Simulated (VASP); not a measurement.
**CsMn2: single point with PBE**

Crystal: CsMn2.

```
Cs Mn
1.0
     4.21187    0.00000    0.00000
    -2.10594    3.64759    0.00000
     0.00000    0.00000    6.33457
Cs Mn
1 2
Direct
  0.00000 0.00000 0.50000
  0.33333 0.66667 0.00000
  0.66667 0.33333 0.00000
```

The cell was generated, and may not be a known phase.

```
Program             : VASP 6.6.1
Task                : single point
Functional          : PBE
Potentials or basis : VASP PAW PBE potentials, release 64 (Cs_sv, Mn_pv)
Cutoff              : 520 eV
k mesh              : 6 × 6 × 4
Occupations         : gaussian, width 0.1 eV
Spin                : collinear spin, antiferromagnetic start
Starting moments    : [0.0, -3.72, 3.72] μB
```

- Pressure: 0.1 GPa
- Net moment: 0.00 μB per cell
- Site moments: Cs +0.00; Mn -3.54, +3.54 μB
- Valence electrons inside the program's atomic spheres: Cs 6.57; Mn 11.52

Levels at points of the mesh, in eV from the Fermi level:
Spin up:
| k point | band 13 | band 14 | band 15 | band 16 | band 17 | band 18 | band 19 | band 20 | band 21 | band 22 |
| --- | --- | --- | --- | --- | --- | --- | --- | --- | --- | --- |
| (0.00, 0.00, 0.00) | -2.59 | -2.59 | -2.51 | -2.51 | 0.11 | 0.11 | 0.53 | 0.95 | 0.95 | 0.98 |
| (0.50, 0.00, 0.00) | -2.66 | -2.64 | -2.63 | -1.99 | -1.31 | -0.22 | 0.70 | 1.04 | 1.20 | 1.77 |
| (0.00, 0.00, 0.50) | -2.60 | -2.53 | -2.51 | -2.51 | -1.11 | 0.09 | 0.09 | 0.96 | 0.96 | 1.11 |
| (0.50, 0.00, 0.50) | -2.71 | -2.66 | -2.61 | -2.32 | -0.67 | -0.06 | 0.75 | 1.09 | 1.20 | 1.50 |
Spin down:
```tsv
k point	band 15	band 16	band 17	band 18	band 19	band 20
(0.00, 0.00, 0.00)	-2.51	-2.51	0.11	0.11	0.53	0.95
(0.50, 0.00, 0.00)	-2.63	-1.99	-1.31	-0.22	0.70	1.04
(0.00, 0.00, 0.50)	-2.51	-2.51	-1.11	0.09	0.09	0.96
(0.50, 0.00, 0.50)	-2.61	-2.32	-0.67	-0.06	0.75	1.09
```

Wall time 54 s on 1 thread of Intel(R) Xeon(R) 6975P-C (Granite Rapids), with other jobs on the host, peak memory 0.29 GiB.

Caveat: the antiferromagnetic order is the one typed at the start, and another may lie lower; spin-orbit coupling is left out, which moves the levels of the heavy elements.
